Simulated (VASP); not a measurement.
A run of VASP 6.6.1:

The input INCAR:

```
PREC = Accurate
ENCUT = 600
EDIFF = 1E-6
ISMEAR = -1
SIGMA = 0.1
LREAL = False
LASPH = True
NELM = 60
ALGO = Normal
ISIF = 3
LWAVE = False
LCHARG = False
GGA = RE
IBRION = 2
NSW = 80
EDIFFG = -0.01
```

The input KPOINTS:

```
regular mesh
0
Gamma
  5 5 5
```

POSCAR

```
Zn
1.0
    4.9553948694      0.0000000000      0.0000000000
    0.0000000000      4.9553948694      0.0000000000
    0.0000000000      0.0000000000      4.9553948694
Zn
8
Direct
    0.0000000000      0.0000000000      0.0000000000
    0.5000000000      0.5000000000      0.5000000000
    0.2500000000      0.0000000000      0.5000000000
    0.7500000000      0.0000000000      0.5000000000
    0.5000000000      0.2500000000      0.0000000000
    0.5000000000      0.7500000000      0.0000000000
    0.0000000000      0.5000000000      0.2500000000
    0.0000000000      0.5000000000      0.7500000000
```

Potentials or basis: VASP PAW PBE potentials, release 64 (Zn).

Command:

```bash
$ cat potpaw_PBE.64/Zn/POTCAR > POTCAR
$ mpirun -np 1 vasp_std > vasp.out
```

Hardware: 1 thread of Intel(R) Xeon(R) Platinum 8259CL CPU @ 2.50GHz (Skylake/Cascade Lake), on a shared host.

Q: Estimate the wall time of this run.

A: Run time: 3 min on 1 thread of Intel(R) Xeon(R) Platinum 8259CL CPU @ 2.50GHz (Skylake/Cascade Lake) (shared host), peak memory 0.27 GiB. Counts: scf iterations 37, k points 10, ion steps 3.
